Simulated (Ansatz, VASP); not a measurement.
## Zr3S2: VASP beside Ansatz

Contents of INCAR:

```
SYSTEM = Zr3S2
PREC = Accurate
ENCUT = 520
EDIFF = 1E-7
ISMEAR = -1
SIGMA = 0.1
LREAL = .FALSE.
LASPH = .TRUE.
NELM = 100
ALGO = Normal
ISIF = 2
LWAVE = .FALSE.
LCHARG = .FALSE.
GGA = PE
NBANDS = 32
```

The input KPOINTS:

```
regular mesh
0
G
  5 5 5
  0 0 0
```

The input POSCAR:

```
Zr3S2
1.0
    2.9025380000      1.6757810000      3.4877730000
   -2.9025380000      1.6757810000      3.4877730000
    0.0000000000     -3.3515620000      3.4877730000
Zr S
3 2
Direct
    0.1612730000      0.8387270000      0.5000000000
    0.5000000000      0.1612730000      0.8387270000
    0.8387270000      0.5000000000      0.1612730000
    0.3349770000      0.3349770000      0.3349770000
    0.6650230000      0.6650230000      0.6650230000
```

Input for Ansatz:

```yaml
crystal:
  lattice:
    - [2.902538, 1.675781, 3.487773]
    - [-2.902538, 1.675781, 3.487773]
    - [0.0, -3.351562, 3.487773]
  atoms:
    - { symbol: Zr, position: [0.161273, 0.838727, 0.5] }
    - { symbol: Zr, position: [0.5, 0.161273, 0.838727] }
    - { symbol: Zr, position: [0.838727, 0.5, 0.161273] }
    - { symbol: S, position: [0.334977, 0.334977, 0.334977] }
    - { symbol: S, position: [0.665023, 0.665023, 0.665023] }
basis:
  ecutwfc: 450.0
kpoints:
  mp_grid:
    grid: [5, 5, 5]
    shift: [0.0, 0.0, 0.0]
hamiltonian:
  xc: pbe
scf:
  max_iter: 75
  convergence:
    dr2_threshold: 1.0e-09
  occupations:
    method: fermi_dirac
    width: 0.1
output:
  forces: true
```

Alike in both runs: task single point; functional PBE; k mesh 5 × 5 × 5; occupations fermi-dirac, width 0.1 eV; no spin polarisation.

```csv
,VASP,Ansatz
version,VASP 6.6.1,Ansatz 0.2.0
potentials or method,"VASP PAW PBE potentials, release 64 (Zr_sv, S), cutoff 520 eV","plane waves, PAW"
valence electrons in the cell,48,48
```

```csv
,VASP,Ansatz,Ansatz less VASP
rms of the force components (eV/Å),0.025,0.026,+0.0010
```

Atom by atom the forces differ by 0.001 eV/Å (rms over components).
